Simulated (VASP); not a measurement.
**Mo: single point with PBE**

The system is Mo.

```
Mo
1.0
     0.00000    1.94546    1.94546
     1.94546    0.00000    1.94546
     1.94546    1.94546    0.00000
Mo
1
Direct
  0.00000 0.00000 0.00000
```

* Program: VASP 6.6.1
* Task: single point
* Functional: PBE
* Potentials or basis: VASP PAW PBE potentials, release 64 (Mo_sv)
* Cutoff: 520 eV
* k mesh: 10 × 10 × 10
* Occupations: fermi-dirac, width 0.15 eV
* Spin: no spin polarisation
* Dipole correction: no
* Further INCAR settings: ALGO = Normal; EDIFF = 1e-06; NBANDS = 13

| Item | Value |
| --- | --- |
| Pressure | 24.9 GPa |
| Band gap on the k mesh | zero (band 7 reaches 17.61 eV, above the bottom of band 8 at 12.29 eV) |

Levels at points of the mesh, in eV from the Fermi level:
```csv
k point,band 4,band 5,band 6,band 7,band 8,band 9,band 10,band 11
"(0.00, 0.00, 0.00)",-33.87,-7.01,-0.89,-0.89,-0.89,2.13,2.13,13.07
"(0.50, 0.00, 0.00)",-34.09,-5.07,-1.11,-1.11,1.84,4.47,4.47,12.37
"(0.50, 0.50, 0.00)",-34.47,-5.59,-4.87,4.43,4.54,5.14,5.14,13.15
```

Run time: 7.5 s on 1 thread of Intel Xeon 8259CL, with other jobs on the host, peak memory 0.13 GiB.
